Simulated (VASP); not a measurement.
# GaN (Cmc2_1) in VASP: further runs

GaN is run at these levels: PBE; tasks: single point.

Everything below comes from runs of VASP 6.6.1. Logs are shortened: lines on timing, memory, paths and dates and some standing lists are left out, and cuts for length are marked.

**1. The cell of the first run**

The structure is orthorhombic, space group Cmc2_1 (No. 36). The conventional cell has a = 3.180 Å, b = 5.288 Å, c = 5.166 Å, α = 90.00°, β = 90.00°, γ = 90.00°. Ga (site symmetry m) has 4 N at 1.88 to 1.94 Å within 2.5 Å. Within 2.5 Å of N (site symmetry m) lie 4 Ga at 1.88 to 1.94 Å.

**2. Single point, PBE (strain -0.0400 x Voigt [0, 1, 0, 0, 0, 0])**

The input, INCAR:

```
ALGO     = Normal         # electronic algorithm
EDIFF    = 1E-6           # SCF threshold, eV
ENCUT    = 520            # plane-wave cutoff, eV
GGA      = PE             # functional
ISIF     = 2              # what is computed and relaxed
ISMEAR   = 0              # smearing method
LASPH    = True           # aspherical terms in the spheres
LCHARG   = False          # write CHGCAR
LREAL    = False          # projectors in reciprocal space
LWAVE    = False          # write WAVECAR
NBANDS   = 26             # bands
NELM     = 60             # most SCF steps
PREC     = Accurate       # precision mode
SIGMA    = 0.05           # smearing width, eV
```

The input, KPOINTS:

```
k-points
0
Gamma
  12 12 6
```

The input, POSCAR:

```
GaN
1.0
    3.1799996605      0.0000000000      0.0000000000
   -1.5899998303      2.6438020704      0.0000000000
    0.0000000000      0.0000000000      5.1660000000
Ga N
2 2
Direct
    0.3333333333      0.6666666667      0.0000000000
    0.6666666667      0.3333333333      0.5000000000
    0.3333333333      0.6666666667      0.3750000000
    0.6666666667      0.3333333333      0.8750000000
```

Potentials or basis: VASP PAW PBE potentials, release 64 (Ga_d, N).

Started as:

```bash
$ cat potpaw_PBE.64/Ga_d/POTCAR potpaw_PBE.64/N/POTCAR > POTCAR
$ mpirun -np 1 vasp_std > vasp.out
```

OUTCAR:

```text
EDIFF = 1E-6
   ENCUT = 520
   GGA = PE
   ISIF = 2
   ISMEAR = 0
   LASPH = True
   LREAL = False
   NELM = 60
   PREC = Accurate

 ion  position               nearest neighbor table
   1  0.333  0.667  0.000-   4 1.88   4 1.93   4 1.93   3 1.94
   2  0.667  0.333  0.500-   3 1.88   3 1.93   3 1.93   4 1.94
   3  0.333  0.667  0.375-   2 1.88   2 1.93   2 1.93   1 1.94
   4  0.667  0.333  0.875-   1 1.88   1 1.93   1 1.93   2 1.94

  Warning from LATTYP: Monoclinic adjustment (A1->A3, A2->A1, A3->A2)!
  LATTYP: Found a base centered orthorhombic cell.
 ALAT       =     3.1799996605
 B/A-ratio  =     1.6627687753
 C/A-ratio  =     1.6245284753

  Lattice vectors:

 A1 = (   1.5899998303,  -2.6438020704,   0.0000000000)
 A2 = (   1.5899998302,   2.6438020704,   0.0000000000)
 A3 = (   0.0000000000,   0.0000000000,   5.1660000000)

Analysis of symmetry for initial positions (statically):
=====================================================================
 Subroutine PRICEL returns:
 Original cell was already a primitive cell.

 Routine SETGRP: Setting up the symmetry group for a
 base centered orthorhombic supercell.

 Subroutine GETGRP returns: Found  4 space group operations
 (whereof  2 operations were pure point group operations)
 out of a pool of  8 trial point group operations.

The static configuration has the point symmetry C_1h.
 The point group associated with its full space group is C_2v.

Analysis of symmetry for dynamics (positions and initial velocities):
=====================================================================
 Subroutine PRICEL returns:
 Original cell was already a primitive cell.

 Routine SETGRP: Setting up the symmetry group for a
 base centered orthorhombic supercell.

 Subroutine GETGRP returns: Found  4 space group operations
 (whereof  2 operations were pure point group operations)
 out of a pool of  8 trial point group operations.

The dynamic configuration has the point symmetry C_1h.
 The point group associated with its full space group is C_2v.

 Subroutine INISYM returns: Found  4 space group operations
 (whereof  2 operations are pure point group operations),
 and found     1 'primitive' translations

----------------------------------------------------------------------------------------

                                     Primitive cell

  volume of cell :      43.4321

  direct lattice vectors                    reciprocal lattice vectors
     3.179999661  0.000000000  0.000000000     0.314465442  0.189121571  0.000000000
    -1.589999830  2.643802070  0.000000000     0.000000000  0.378243141  0.000000000
     0.000000000  0.000000000  5.166000000     0.000000000  0.000000000  0.193573364

  length of vectors
     3.179999661  3.085091384  5.166000000     0.366954334  0.378243141  0.193573364

  position of ions in fractional coordinates (direct lattice)
     0.333333333  0.666666667  0.000000000
     0.666666667  0.333333333  0.500000000
     0.333333333  0.666666667  0.375000000
     0.666666667  0.333333333  0.875000000

  ion indices of the primitive-cell ions
   primitive index   ion index
                 1           1
                 2           2
                 3           3
                 4           4

----------------------------------------------------------------------------------------

 KPOINTS: k-points

Automatic generation of k-mesh.
 Grid dimensions read from file:
 generate k-points for:   12   12    6

 Generating k-lattice:

  Cartesian coordinates                     Fractional coordinates (reciprocal lattice)
     0.026205454  0.015760131  0.000000000     0.083333333  0.000000000  0.000000000
     0.000000000  0.031520262  0.000000000     0.000000000  0.083333333  0.000000000
     0.000000000  0.000000000  0.032262227     0.000000000  0.000000000  0.166666667

  Length of vectors
     0.030579528  0.031520262  0.032262227

  Shift w.r.t. Gamma in fractional coordinates (k-lattice)
     0.000000000  0.000000000  0.000000000

 Subroutine IBZKPT returns following result:
 ===========================================

 Found    172 irreducible k-points:

 Following reciprocal coordinates:
            Coordinates               Weight
  0.000000  0.000000  0.000000      1.000000
  0.083333  0.000000  0.000000      4.000000
  0.166667 -0.000000  0.000000      4.000000
  0.250000  0.000000  0.000000      4.000000
  0.333333 -0.000000  0.000000      4.000000
  0.416667  0.000000  0.000000      4.000000
[... 16 lines left out ...]
  0.333333  0.166667  0.000000      4.000000
  0.416667  0.166667  0.000000      4.000000
 [... further k-points ...]
   k-points           NKPTS =    172   k-points in BZ     NKDIM =    172   number of bands    NBANDS=     26
   number of dos      NEDOS =    301   number of ions     NIONS =      4
   total plane-waves  NPLWV =  23040
   dimension x,y,z NGX =    24 NGY =   24 NGZ =   40
   dimension x,y,z NGXF=    48 NGYF=   48 NGZF=   80
   ions per type =               2   2
   NGX,Y,Z   is equivalent  to a cutoff of  12.55, 12.93, 12.87 a.u.
   NGXF,Y,Z  is equivalent  to a cutoff of  25.09, 25.87, 25.74 a.u.
 SYSTEM =  unknown system
   PREC   = accura    normal or accurate (medium, high low for compatibility)
   ISTART =      0    job   : 0-new  1-cont  2-samecut
   ICHARG =      2    charge: 1-file 2-atom 10-const
   ISPIN  =      1    spin polarized calculation?
   LNONCOLLINEAR =      F non collinear calculations
   LSORBIT =      F    spin-orbit coupling
   LASPH  =      T    aspherical Exc in radial PAW
   ENCUT  =  520.0 eV  38.22 Ry    6.18 a.u.   5.91  5.74  9.61*2*pi/ulx,y,z
   NELM   =     60;   NELMIN=  2; NELMDL= -5     # of ELM steps
   EDIFF  = 0.1E-05   stopping-criterion for ELM
   LREAL  =      F    real-space projection
   EDIFFG = 0.1E-04   stopping-criterion for IOM
   NSW    =      0    number of steps for IOM
   IBRION =     -1    ionic relax: 0-MD 1-quasi-New 2-CG
   NFREE  =      0    steps in history (QN), initial steepest desc. (CG)
   ISIF   =      2    stress and relaxation
   ISYM   =      2    0-nonsym 1-usesym 2-fastsym
   POTIM  = 0.5000    time-step for ionic-motion
   TEBEG  =    0.0;   TEEND  =   0.0 temperature during run
   PSTRESS=    0.0 pullay stress
   NELECT =      36.0000    total number of electrons
   NUPDOWN=      -1.0000    fix difference up-down
   EMIN   =  10.00;   EMAX   =-10.00  energy-range for DOS
   EFERMI =   0.00;   METHOD = LEGACY
   ISMEAR =     0;   SIGMA  =   0.05  broadening in eV -4-tet -1-fermi 0-gaus
   EFERMI_NEDOS =   21; number of points for ismear=-14 and -15
   IALGO  =     38    algorithm
   IMIX   =      4    mixing-type and parameters
     AMIX     =   0.40;   BMIX     =  1.00
     AMIX_MAG =   1.60;   BMIX_MAG =  1.00
  volume/ion in A,a.u.               =      10.86        73.27
  Fermi-wavevector in a.u.,A,eV,Ry     =   1.537820  2.906059 32.176290  2.364891
  Thomas-Fermi vector in A             =   2.644275
   LORBIT       =      0    0 simple, 1 ext, 2 COOP (PROOUT), +10 PAW based schemes
   GGA     = PE    functional components
   LHFCALC =     F    Hartree Fock is set to
   AEXX    =    0.0000 exact exchange contribution
   IVDW    =     0    specifies the selected vdW correction
   LEPSILON=     F    determine dielectric tensor
   LRPA    =     F    only Hartree local field effects (RPA)
 non-spin polarized calculation
 Gauss-broadening in eV      SIGMA  =   0.05
  energy-cutoff  :      520.00
  volume of cell :       43.43
 maximum number of plane-waves:      1188
   NGX = 11   NGY = 11   NGZ = 19

 number of electron      36.0000007 magnetization

 Free energy of the ion-electron system (eV)
  ---------------------------------------------------
  ext. energy  EPLUGINS =         0.00000000
  ---------------------------------------------------
  free energy    TOTEN  =       -24.10498876 eV

  energy without entropy =      -24.10498876  energy(sigma->0) =      -24.10498876

 E-fermi :   6.2008     XC(G=0): -11.9453

 val. band max:        6.0015317895   @ k =   0.0000   0.0000   0.0000
 cond. band min:       8.0842593074   @ k =   0.0000   0.0000   0.0000
 fundamental gap:      2.0827275179
 Fermi energy:         6.2007872252

 k-point     1 :       0.0000    0.0000    0.0000
  band No.  band energies     occupation
      1     -10.5468      2.00000
      2      -9.4777      2.00000
      3      -7.6158      2.00000
      4      -7.6035      2.00000
      5      -7.5842      2.00000
      6      -7.5380      2.00000
[... 18 lines left out ...]
     25      17.7347      0.00000
     26      18.5041      0.00000

 k-point     2 :       0.0833    0.0000    0.0000
  band No.  band energies     occupation
      1     -10.4719      2.00000
      2      -9.4551      2.00000
      3      -7.6108      2.00000
      4      -7.5838      2.00000
      5      -7.5705      2.00000
      6      -7.5261      2.00000
[... 18 lines left out ...]
     25      17.4813      0.00000
     26      18.5015      0.00000

 k-point     3 :       0.1667   -0.0000    0.0000
  band No.  band energies     occupation
      1     -10.2658      2.00000
      2      -9.3987      2.00000
      3      -7.5873      2.00000
      4      -7.5507      2.00000
      5      -7.5169      2.00000
      6      -7.4833      2.00000
[... 18 lines left out ...]
     25      17.4160      0.00000
     26      18.7043      0.00000

 k-point     4 :       0.2500    0.0000    0.0000
  band No.  band energies     occupation
      1      -9.9854      2.00000
      2      -9.3347      2.00000
      3      -7.5609      2.00000
      4      -7.5219      2.00000
      5      -7.4513      2.00000
      6      -7.4066      2.00000
[... 18 lines left out ...]
     25      17.6092      0.00000
     26      18.7121      0.00000
[... 496 lines left out ...]
      1      -9.6032      2.00000
      2      -9.2700      2.00000
      3      -7.5471      2.00000
      4      -7.4830      2.00000
      5      -7.3846      2.00000
      6      -7.3626      2.00000
[... 18 lines left out ...]
     25      16.9065      0.00000
     26      20.0086      0.00000

 k-point    23 :       0.3333    0.1667    0.0000
  band No.  band energies     occupation
      1      -9.4621      2.00000
      2      -9.2578      2.00000
      3      -7.5603      2.00000
      4      -7.4723      2.00000
      5      -7.3563      2.00000
      6      -7.3446      2.00000
[... 18 lines left out ...]
     25      17.7064      0.00000
     26      19.8144      0.00000

 k-point    24 :       0.4167    0.1667    0.0000
  band No.  band energies     occupation
      1      -9.4177      2.00000
      2      -9.2578      2.00000
      3      -7.5659      2.00000
      4      -7.4709      2.00000
      5      -7.3511      2.00000
      6      -7.3424      2.00000
[... 18 lines left out ...]
     25      18.7424      0.00000
     26      19.5122      0.00000

 [... further k-points ...]

------------------------ aborting loop because EDIFF is reached ----------------------------------------

  FORCE on cell =-STRESS in cart. coord.  units (eV):
  Direction    XX          YY          ZZ          XY          YZ          ZX
  --------------------------------------------------------------------------------------
  -------------------------------------------------------------------------------------
  Total        3.1697894      7.0685011      3.2531951     -0.0000000      0.0000000      0.0000000
  in kB      116.9312464    260.7519089    120.0080218     -0.0000000      0.0000000      0.0000000
  external PRESSURE =     165.8970590 kB  Pullay stress =       0.0000000 kB

 VOLUME and BASIS-vectors are now :
 -----------------------------------------------------------------------------
  energy-cutoff  :      520.00
  volume of cell :       43.43
      direct lattice vectors                 reciprocal lattice vectors
     3.179999661  0.000000000  0.000000000     0.314465442  0.189121571  0.000000000
    -1.589999830  2.643802070  0.000000000     0.000000000  0.378243141  0.000000000
     0.000000000  0.000000000  5.166000000     0.000000000  0.000000000  0.193573364

 POSITION                                       TOTAL-FORCE (eV/Angst)
 -----------------------------------------------------------------------------------
     -0.00000      1.76253      0.00000         0.000000     -0.475486      0.151698
      1.59000      0.88127      2.58300        -0.000000      0.475486      0.151698
     -0.00000      1.76253      1.93725         0.000000     -0.529675     -0.151698
      1.59000      0.88127      4.52025        -0.000000      0.529675     -0.151698
 -----------------------------------------------------------------------------------
    total drift:                               -0.000000     -0.000001     -0.000706

  FREE ENERGIE OF THE ION-ELECTRON SYSTEM (eV)
  ---------------------------------------------------
  free  energy   TOTEN  =       -24.1049887573 eV

  energy  without entropy=      -24.1049887573  energy(sigma->0) =      -24.10498876
```

Run time: 2.4 min. Hardware: 1 thread of Intel Xeon 8259CL, shared host; peak memory 0.28 GiB.

What came out:

```yaml
Free_energy: -24.1050 eV
Pressure: 16.6 GPa
Largest_force: 0.551 eV/Å
Band_gap_on_the_k_mesh: 2.08 eV
```

Forces in eV/Å, atoms in the order of the input:
```
Ga   0.000 -0.475  0.152
Ga   0.000  0.475  0.152
N    0.000 -0.530 -0.152
N    0.000  0.530 -0.152
```

Levels at points of the mesh, in eV from the valence-band top:
```tsv
k point	band 14	band 15	band 16	band 17	band 18	band 19	band 20	band 21	band 22	band 23
(0.00, 0.00, 0.00)	-1.21	-1.04	-0.22	-0.17	0.00	2.08	4.62	9.21	9.91	10.59
(0.50, 0.00, 0.00)	-5.64	-4.62	-2.82	-2.46	-1.06	5.48	5.78	5.98	8.72	10.41
(0.00, 0.50, 0.00)	-5.63	-4.39	-3.24	-2.49	-1.39	4.73	5.40	6.08	9.03	10.06
(0.00, 0.00, 0.50)	-4.16	-0.70	-0.70	-0.53	-0.53	4.49	4.49	8.52	8.52	10.41
(0.50, 0.00, 0.50)	-7.01	-2.23	-2.23	-1.99	-1.99	4.47	4.47	8.04	8.04	10.10
(0.00, 0.50, 0.50)	-6.91	-2.39	-2.39	-2.14	-2.14	4.23	4.23	7.82	7.82	10.20
```

Caveat: the cell differs from its parent crystal (strain -0.0400 x Voigt [0, 1, 0, 0, 0, 0]); the stress differs along the axes, from 12 to 26 GPa.

**3. Single point, PBE (strain -0.0300 x Voigt [0, 1, 0, 0, 0, 0])**

The input, INCAR:

```
SYSTEM = GaN
ALGO = Normal ; EDIFF = 1E-6
ENCUT = 520 ; GGA = PE
ISIF = 2 ; ISMEAR = 0
LASPH = .TRUE. ; LCHARG = .FALSE.
LREAL = .FALSE. ; LWAVE = .FALSE.
NBANDS = 26 ; NELM = 80
PREC = Accurate ; SIGMA = 0.05
```

The input, KPOINTS:

```
k-points
0
G
  12 12 6
  0 0 0
```

Changes to POSCAR since step 2:

```diff
@@ -3,3 +3,3 @@
     3.1799996605      0.0000000000      0.0000000000
-   -1.5899998303      2.6438020704      0.0000000000
+   -1.5899998303      2.6713416753      0.0000000000
     0.0000000000      0.0000000000      5.1660000000
```

Potentials or basis: VASP PAW PBE potentials, release 64 (Ga_d, N).

Started as:

```bash
$ cat potpaw_PBE.64/Ga_d/POTCAR potpaw_PBE.64/N/POTCAR > POTCAR
$ mpirun -np 1 vasp_std > vasp.out
```

It took 2.5 min on 1 thread of Intel Xeon 8259CL, shared host; peak memory 0.28 GiB.

The run converged. Its results:

```yaml
Free_energy: -24.1711 eV
Pressure: 14.0 GPa
Largest_force: 0.375 eV/Å
Band_gap_on_the_k_mesh: 2.06 eV
```

Forces in eV/Å, atoms in the order of the input:
```
Ga   0.000 -0.328  0.067
Ga   0.000  0.328  0.067
N    0.000 -0.369 -0.067
N    0.000  0.369 -0.067
```

Stress tensor (GPa, compression positive):
```
10.29  0.00  0.00
 0.00 20.68  0.00
 0.00  0.00 11.13
```

Levels at points of the mesh, in eV from the valence-band top:
```
           k point  band 15  band 16  band 17  band 18  band 19  band 20  band 21  band 22
(0.00, 0.00, 0.00)    -1.05    -0.18    -0.13     0.00     2.06     4.55     9.23     9.92
(0.50, 0.00, 0.00)    -4.53    -2.81    -2.41    -1.04     5.37     5.78     5.97     8.71
(0.00, 0.50, 0.00)    -4.36    -3.12    -2.43    -1.29     4.82     5.46     6.08     8.94
(0.00, 0.00, 0.50)    -0.66    -0.66    -0.53    -0.53     4.44     4.44     8.53     8.53
(0.50, 0.00, 0.50)    -2.15    -2.15    -1.98    -1.98     4.46     4.46     7.98     7.98
(0.00, 0.50, 0.50)    -2.28    -2.28    -2.09    -2.09     4.28     4.28     7.83     7.83
```

Caveat: the cell differs from its parent crystal (strain -0.0300 x Voigt [0, 1, 0, 0, 0, 0]); the stress differs along the axes, from 10 to 21 GPa.
